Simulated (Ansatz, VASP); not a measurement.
Given: the input of a run of VASP 6.6.1 on Au.

POSCAR

```
Au
1.0
    0.0000000000      2.0484772140      2.0484772140
    2.0484772140      0.0000000000      2.0484772140
    2.0484772140      2.0484772140      0.0000000000
Au
1
Direct
    0.0000000000      0.0000000000      0.0000000000
```

INCAR.step1

```
SYSTEM = Au
  PREC = Accurate
  ENCUT = 520
  EDIFF = 1E-5
  ISMEAR = -1
  SIGMA = 0.05
  LREAL = .FALSE.
  LASPH = .TRUE.
  NELM = 60
  ALGO = Normal
  ISIF = 2
  LWAVE = .TRUE.
  LCHARG = .FALSE.
  GGA = PE
  NBANDS = 12
```

The input INCAR.step2:

```
SYSTEM = Au
  PREC = Accurate
  ENCUT = 520
  EDIFF = 1E-6
  ISMEAR = -1
  SIGMA = 0.05
  LREAL = .FALSE.
  LASPH = .TRUE.
  NELM = 60
  ALGO = Normal
  ISIF = 2
  LWAVE = .FALSE.
  LCHARG = .FALSE.
  GGA = B3
  LHFCALC = .TRUE.
  AEXX = 0.2
  AGGAX = 0.72
  AGGAC = 0.81
  ALDAC = 0.19
  PRECFOCK = Normal
  ISTART = 1
  NBANDS = 12
```

File KPOINTS:

```
regular mesh
0
G
  6 6 6
  0 0 0
```

Potentials or basis: VASP PAW PBE potentials, release 64 (Au).

Run with:

```sh
$ cat potpaw_PBE.64/Au/POTCAR > POTCAR
$ cp INCAR.step1 INCAR
$ mpirun -np 1 vasp_std > vasp.out
$ cp INCAR.step2 INCAR
$ mpirun -np 1 vasp_std > vasp.out
```

Task: Set up the same calculation for Ansatz 0.2.0. Potentials there: Ansatz PAW.

Result: As run (the cutoff follows the program's own potentials):

Contents of input.yaml:

```yaml
crystal:
  lattice:
    - [0.0, 2.048477214, 2.048477214]
    - [2.048477214, 0.0, 2.048477214]
    - [2.048477214, 2.048477214, 0.0]
  atoms:
    - { symbol: Au, position: [0.0, 0.0, 0.0] }
hamiltonian:
  xc: b3lyp
  pseudopotentials: { kind: paw }
kpoints:
  mp_grid: { grid: [6, 6, 6] }
scf:
  occupations: { method: fermi_dirac, width: 0.05 }
output:
  forces: true
  stress: true
  eigenvalues: true
```

Potentials or basis: Ansatz PAW.

Command:

```sh
$ ansatz run input.yaml --threads 2 --pin off --max-ram 5632MiB --backend cpu --events-out ev --progress --plain --runs-dir out
```

Both were run:

|  | VASP | Ansatz | Ansatz less VASP |
| --- | --- | --- | --- |
| gap on the k mesh at the Fermi level (eV) | none | none | - |
| pressure (GPa) | 15.6 | 15.0 | -0.64 |

VASP's potentials were made for PBE, not for B3LYP. A gap of «none» marks a metal or a gap that the smearing closes. VASP's potentials hold 11 valence electrons a cell and Ansatz's 19, so a difference there can come from the potentials and not from the codes.

The k mesh is coarse, so the values compare programs but aren't converged. Neither program's run includes spin-orbit coupling.
